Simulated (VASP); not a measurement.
Input of a VASP 6.6.1 run:

Contents of INCAR:

```
SYSTEM = In2As2H
  ALGO = Normal
  DIPOL = 0.5 0.5 0.338
  EDIFF = 1E-6
  ENCUT = 520
  GGA = PE
  IDIPOL = 3
  ISIF = 2
  ISMEAR = 0
  IVDW = 12
  LASPH = .True.
  LCHARG = .False.
  LDIPOL = .True.
  LREAL = .False.
  LWAVE = .False.
  NBANDS = 26
  NELM = 100
  PREC = Accurate
  SIGMA = 0.1
```

Contents of KPOINTS:

```
k-points
0
Gamma
  6 6 1
  0 0 0
```

File POSCAR:

```
In2As2H
1.0
    4.3220706691      0.0000000000      0.0000000000
   -2.1610353346      3.7430229964      0.0000000000
    0.0000000000      0.0000000000     21.7386927198
As In H
2 2 1
Direct
    0.0000000000      0.0000000000      0.1840037049
    0.3333333333      0.6666666667      0.3557112058
    0.3333333333      0.6666666667      0.2245875152
    0.6666666667      0.3333333333      0.3881876812
    0.6666666667      0.7777777778      0.5399907378
```

Potentials or basis: VASP PAW PBE potentials, release 64 (As, In_d, H).

Run with:

```console
$ cat potpaw_PBE.64/As/POTCAR potpaw_PBE.64/In_d/POTCAR potpaw_PBE.64/H/POTCAR > POTCAR
$ mpirun -np 1 vasp_std > vasp.out
```

Problem. Estimate the dispersion energy per atom.

Solution. -0.173 eV.

Problem. Predict the band gap on the k mesh.

Solution. Zero (an odd number of electrons rules out a gap without spin polarisation).

Problem. Estimate the largest force.

Solution. 0.395 eV/Å.

Forces in eV/Å, atoms in the order of the input:
```
As   0.009 -0.002  0.071
As  -0.024 -0.002 -0.184
In  -0.007 -0.001  0.030
In  -0.003  0.046  0.393
H    0.025 -0.041 -0.309
```

Caveat: spin-orbit coupling is left out, which moves the levels of the heavy elements.
